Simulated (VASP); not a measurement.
# SnO2 (Fm-3m) in VASP: single point with PBEsol

Aim: the single point of SnO2 with PBEsol.

Program: VASP 6.6.1. These are calculated values, not measurements. Logs are shortened: lines on timing, memory, paths and dates and some standing lists are left out, and cuts for length are marked.

**1. The cell of the first run**

It takes space group Fm-3m (No. 225, cubic). Conventional cell: a = 5.362 Å, b = 5.362 Å, c = 5.362 Å, α = 90.00°, β = 90.00°, γ = 90.00°. Within 3.1 Å of Sn (site symmetry m-3m) lie 8 O at 2.32 Å. Within 3.1 Å of O (site symmetry -43m) lie 4 Sn at 2.32 Å and 6 O at 2.68 Å.

**2. Single point, PBEsol (strained)**

INCAR reads:

```
SYSTEM = SnO2
PREC = Accurate
ENCUT = 600
EDIFF = 1E-6
ISMEAR = 0
SIGMA = 0.1
LREAL = .FALSE.
LASPH = .TRUE.
NELM = 120
ALGO = Normal
ISIF = 2
LWAVE = .FALSE.
LCHARG = .TRUE.
GGA = PS
LELF = .TRUE.
LVHAR = .TRUE.
NBANDS = 20
GGA_COMPAT = .FALSE.
```

KPOINTS reads:

```
regular mesh
0
G
  14 14 14
  0 0 0
```

POSCAR reads:

```
SnO2
1.0
    0.0000000000      2.6809000005      2.6809000005
    2.6809000005      0.0000000000      2.6809000005
    2.6809000005      2.6809000005      0.0000000000
Sn O
1 2
Direct
    0.0000000000      0.0000000000      0.0000000000
    0.2500000000      0.2500000000      0.2500000000
    0.7500000000      0.7500000000      0.7500000000
```

Potentials or basis: VASP PAW PBE potentials, release 64 (Sn_d, O).

The run is started by

```bash
> cat potpaw_PBE.64/Sn_d/POTCAR potpaw_PBE.64/O/POTCAR > POTCAR
> mpirun -np 1 vasp_std > vasp.out
```

OUTCAR:

```text
SYSTEM = SnO2
   PREC = Accurate
   ENCUT = 600
   EDIFF = 1E-6
   ISMEAR = 0
   LREAL = .FALSE.
   LASPH = .TRUE.
   NELM = 120
   ISIF = 2
   GGA = PS

 ion  position               nearest neighbor table
   1  0.000  0.000  0.000-   2 2.32   3 2.32   3 2.32   3 2.32   3 2.32   2 2.32   2 2.32   2 2.32

   2  0.250  0.250  0.250-   1 2.32   1 2.32   1 2.32   1 2.32
   3  0.750  0.750  0.750-   1 2.32   1 2.32   1 2.32   1 2.32

  LATTYP: Found a face centered cubic cell.
 ALAT       =     5.3618000010

  Lattice vectors:

 A1 = (   0.0000000000,   2.6809000005,   2.6809000005)
 A2 = (   2.6809000005,   0.0000000000,   2.6809000005)
 A3 = (   2.6809000005,   2.6809000005,   0.0000000000)

Analysis of symmetry for initial positions (statically):
=====================================================================
 Subroutine PRICEL returns:
 Original cell was already a primitive cell.

 Routine SETGRP: Setting up the symmetry group for a
 face centered cubic supercell.

 Subroutine GETGRP returns: Found 48 space group operations
 (whereof 48 operations were pure point group operations)
 out of a pool of 48 trial point group operations.

The static configuration has the point symmetry O_h .

Analysis of symmetry for dynamics (positions and initial velocities):
=====================================================================
 Subroutine PRICEL returns:
 Original cell was already a primitive cell.

 Routine SETGRP: Setting up the symmetry group for a
 face centered cubic supercell.

 Subroutine GETGRP returns: Found 48 space group operations
 (whereof 48 operations were pure point group operations)
 out of a pool of 48 trial point group operations.

The dynamic configuration has the point symmetry O_h .

 Subroutine INISYM returns: Found 48 space group operations
 (whereof 48 operations are pure point group operations),
 and found     1 'primitive' translations

----------------------------------------------------------------------------------------

                                     Primitive cell

  volume of cell :      38.5365

  direct lattice vectors                    reciprocal lattice vectors
     0.000000000  2.680900000  2.680900000    -0.186504532  0.186504532  0.186504532
     2.680900000  0.000000000  2.680900000     0.186504532 -0.186504532  0.186504532
     2.680900000  2.680900000  0.000000000     0.186504532  0.186504532 -0.186504532

  length of vectors
     3.791365140  3.791365140  3.791365140     0.323035325  0.323035325  0.323035325

  position of ions in fractional coordinates (direct lattice)
     0.000000000  0.000000000  0.000000000
     0.250000000  0.250000000  0.250000000
     0.750000000  0.750000000  0.750000000

  ion indices of the primitive-cell ions
   primitive index   ion index
                 1           1
                 2           2
                 3           3

----------------------------------------------------------------------------------------

 KPOINTS: regular mesh

Automatic generation of k-mesh.
 Grid dimensions read from file:
 generate k-points for:   14   14   14

 Generating k-lattice:

  Cartesian coordinates                     Fractional coordinates (reciprocal lattice)
    -0.013321752  0.013321752  0.013321752     0.071428571  0.000000000  0.000000000
     0.013321752 -0.013321752  0.013321752     0.000000000  0.071428571  0.000000000
     0.013321752  0.013321752 -0.013321752     0.000000000  0.000000000  0.071428571

  Length of vectors
     0.023073952  0.023073952  0.023073952

  Shift w.r.t. Gamma in fractional coordinates (k-lattice)
     0.000000000  0.000000000  0.000000000

 Subroutine IBZKPT returns following result:
 ===========================================

 Found    104 irreducible k-points:

 Following reciprocal coordinates:
            Coordinates               Weight
  0.000000  0.000000  0.000000      1.000000
  0.071429  0.000000  0.000000      8.000000
  0.142857  0.000000  0.000000      8.000000
  0.214286  0.000000  0.000000      8.000000
  0.285714  0.000000  0.000000      8.000000
  0.357143  0.000000  0.000000      8.000000
[... 16 lines left out ...]
  0.214286  0.142857  0.000000     24.000000
  0.285714  0.142857  0.000000     24.000000
 [... further k-points ...]
   k-points           NKPTS =    104   k-points in BZ     NKDIM =    104   number of bands    NBANDS=     20
   number of dos      NEDOS =    301   number of ions     NIONS =      3
   total plane-waves  NPLWV =  27000
   dimension x,y,z NGX =    30 NGY =   30 NGZ =   30
   dimension x,y,z NGXF=    60 NGYF=   60 NGZF=   60
   ions per type =               1   2
   NGX,Y,Z   is equivalent  to a cutoff of  13.15, 13.15, 13.15 a.u.
   NGXF,Y,Z  is equivalent  to a cutoff of  26.31, 26.31, 26.31 a.u.
 SYSTEM =  SnO2
   PREC   = accura    normal or accurate (medium, high low for compatibility)
   ISTART =      0    job   : 0-new  1-cont  2-samecut
   ICHARG =      2    charge: 1-file 2-atom 10-const
   ISPIN  =      1    spin polarized calculation?
   LNONCOLLINEAR =      F non collinear calculations
   LSORBIT =      F    spin-orbit coupling
   LASPH  =      T    aspherical Exc in radial PAW
   ENCUT  =  600.0 eV  44.10 Ry    6.64 a.u.   7.57  7.57  7.57*2*pi/ulx,y,z
   NELM   =    120;   NELMIN=  2; NELMDL= -5     # of ELM steps
   EDIFF  = 0.1E-05   stopping-criterion for ELM
   LREAL  =      F    real-space projection
   EDIFFG = 0.1E-04   stopping-criterion for IOM
   NSW    =      0    number of steps for IOM
   IBRION =     -1    ionic relax: 0-MD 1-quasi-New 2-CG
   NFREE  =      0    steps in history (QN), initial steepest desc. (CG)
   ISIF   =      2    stress and relaxation
   ISYM   =      2    0-nonsym 1-usesym 2-fastsym
   POTIM  = 0.5000    time-step for ionic-motion
   TEBEG  =    0.0;   TEEND  =   0.0 temperature during run
   PSTRESS=    0.0 pullay stress
   NELECT =      26.0000    total number of electrons
   NUPDOWN=      -1.0000    fix difference up-down
   EMIN   =  10.00;   EMAX   =-10.00  energy-range for DOS
   EFERMI =   0.00;   METHOD = LEGACY
   ISMEAR =     0;   SIGMA  =   0.10  broadening in eV -4-tet -1-fermi 0-gaus
   EFERMI_NEDOS =   21; number of points for ismear=-14 and -15
   IALGO  =     38    algorithm
   IMIX   =      4    mixing-type and parameters
     AMIX     =   0.40;   BMIX     =  1.00
     AMIX_MAG =   1.60;   BMIX_MAG =  1.00
  volume/ion in A,a.u.               =      12.85        86.69
  Fermi-wavevector in a.u.,A,eV,Ry     =   1.435849  2.713361 28.050606  2.061661
  Thomas-Fermi vector in A             =   2.555102
   LORBIT       =      0    0 simple, 1 ext, 2 COOP (PROOUT), +10 PAW based schemes
   GGA     = PS    functional components
   LHFCALC =     F    Hartree Fock is set to
   AEXX    =    0.0000 exact exchange contribution
   IVDW    =     0    specifies the selected vdW correction
   LEPSILON=     F    determine dielectric tensor
   LRPA    =     F    only Hartree local field effects (RPA)
 non-spin polarized calculation
 Gauss-broadening in eV      SIGMA  =   0.10
  energy-cutoff  :      600.00
  volume of cell :       38.54
 maximum number of plane-waves:      1308
   NGX = 15   NGY = 15   NGZ = 15

 number of electron      26.0000006 magnetization

 Free energy of the ion-electron system (eV)
  ---------------------------------------------------
  ext. energy  EPLUGINS =         0.00000000
  ---------------------------------------------------
  free energy    TOTEN  =       -18.73803501 eV

  energy without entropy =      -18.73653753  energy(sigma->0) =      -18.73728627

 E-fermi :   5.6424     XC(G=0): -11.2893

 val. band max:        5.5787462424   @ k =  -0.2857   0.5000   0.2143
 cond. band min:       5.9505163130   @ k =  -0.0714   0.0714   0.0000
 fundamental gap:      0.3717700706
 Fermi energy:         5.6424126226

 k-point     1 :       0.0000    0.0000    0.0000
  band No.  band energies     occupation
      1     -14.8805      2.00000
      2     -14.8805      2.00000
      3     -14.8805      2.00000
      4     -14.8136      2.00000
      5     -14.8136      2.00000
      6     -12.6865      2.00000
[... 12 lines left out ...]
     19      19.9131      0.00000
     20      19.9131      0.00000

 k-point     2 :       0.0714    0.0000    0.0000
  band No.  band energies     occupation
      1     -14.8900      2.00000
      2     -14.8783      2.00000
      3     -14.8783      2.00000
      4     -14.8136      2.00000
      5     -14.8136      2.00000
      6     -12.6461      2.00000
[... 12 lines left out ...]
     19      19.9065      0.00000
     20      19.9065      0.00000

 k-point     3 :       0.1429    0.0000    0.0000
  band No.  band energies     occupation
      1     -14.9176      2.00000
      2     -14.8726      2.00000
      3     -14.8726      2.00000
      4     -14.8133      2.00000
      5     -14.8133      2.00000
      6     -12.5238      2.00000
[... 12 lines left out ...]
     19      19.8923      0.00000
     20      19.8923      0.00000

 k-point     4 :       0.2143    0.0000    0.0000
  band No.  band energies     occupation
      1     -14.9598      2.00000
      2     -14.8660      2.00000
      3     -14.8660      2.00000
      4     -14.8110      2.00000
      5     -14.8110      2.00000
      6     -12.3189      2.00000
[... 12 lines left out ...]
     19      19.8794      0.00000
     20      19.8794      0.00000

 k-point     5 :       0.2857    0.0000    0.0000
  band No.  band energies     occupation
      1     -15.0088      2.00000
      2     -14.8615      2.00000
      3     -14.8615      2.00000
      4     -14.8056      2.00000
      5     -14.8056      2.00000
      6     -12.0378      2.00000
[... 12 lines left out ...]
     19      19.8677      0.00000
     20      20.1109      0.00000
[... 353 lines left out ...]
      6     -12.5789      2.00000
[... 12 lines left out ...]
     19      19.8288      0.00000
     20      19.9863      0.00000

 k-point    22 :       0.1429    0.1429    0.0000
  band No.  band energies     occupation
      1     -14.9367      2.00000
      2     -14.8644      2.00000
      3     -14.8644      2.00000
      4     -14.8197      2.00000
      5     -14.8088      2.00000
      6     -12.4794      2.00000
[... 12 lines left out ...]
     19      20.1317      0.00000
     20      20.1876      0.00000

 k-point    23 :       0.2143    0.1429    0.0000
  band No.  band energies     occupation
      1     -14.9657      2.00000
      2     -14.8600      2.00000
      3     -14.8564      2.00000
      4     -14.8220      2.00000
      5     -14.8060      2.00000
      6     -12.3396      2.00000
[... 12 lines left out ...]
     19      20.3092      0.00000
     20      20.8323      0.00000

 k-point    24 :       0.2857    0.1429    0.0000
  band No.  band energies     occupation
      1     -14.9981      2.00000
      2     -14.8630      2.00000
      3     -14.8501      2.00000
      4     -14.8222      2.00000
      5     -14.8014      2.00000
      6     -12.1211      2.00000
[... 12 lines left out ...]
     19      20.3929      0.00000
     20      21.6251      0.00000

 [... further k-points ...]

------------------------ aborting loop because EDIFF is reached ----------------------------------------

  FORCE on cell =-STRESS in cart. coord.  units (eV):
  Direction    XX          YY          ZZ          XY          YZ          ZX
  --------------------------------------------------------------------------------------
  -------------------------------------------------------------------------------------
  Total       -5.3410619     -5.3410619     -5.3410619      0.0000000      0.0000000      0.0000000
  in kB     -222.0579628   -222.0579628   -222.0579628      0.0000000      0.0000000      0.0000000
  external PRESSURE =    -222.0579628 kB  Pullay stress =       0.0000000 kB

 VOLUME and BASIS-vectors are now :
 -----------------------------------------------------------------------------
  energy-cutoff  :      600.00
  volume of cell :       38.54
      direct lattice vectors                 reciprocal lattice vectors
     0.000000000  2.680900000  2.680900000    -0.186504532  0.186504532  0.186504532
     2.680900000  0.000000000  2.680900000     0.186504532 -0.186504532  0.186504532
     2.680900000  2.680900000  0.000000000     0.186504532  0.186504532 -0.186504532

 POSITION                                       TOTAL-FORCE (eV/Angst)
 -----------------------------------------------------------------------------------
      0.00000      0.00000      0.00000        -0.000000     -0.000000      0.000000
      1.34045      1.34045      1.34045         0.000000      0.000000     -0.000000
      4.02135      4.02135      4.02135        -0.000000     -0.000000      0.000000
 -----------------------------------------------------------------------------------
    total drift:                                0.000000     -0.000000      0.000000

  FREE ENERGIE OF THE ION-ELECTRON SYSTEM (eV)
  ---------------------------------------------------
  free  energy   TOTEN  =       -18.7380350097 eV

  energy  without entropy=      -18.7365375300  energy(sigma->0) =      -18.73728627
```

It took 2.6 min on 1 thread of Intel Xeon 8259CL, shared host; peak memory 0.23 GiB.

What came out:

```yaml
Free_energy: -18.7380 eV
Pressure: -22.2 GPa
Band_gap_on_the_k_mesh: zero (bands 13 and 14 overlap by 1.11 eV)
```

Caveat: the cell differs from its parent crystal (strained); the cell stands under tension; the PAW data sets were made with another functional, which shifts forces and pressure a little; spin-orbit coupling is left out, which moves the levels of the heavy elements.

The gap in the log of VASP goes by the Fermi energy; the results here count the filled bands.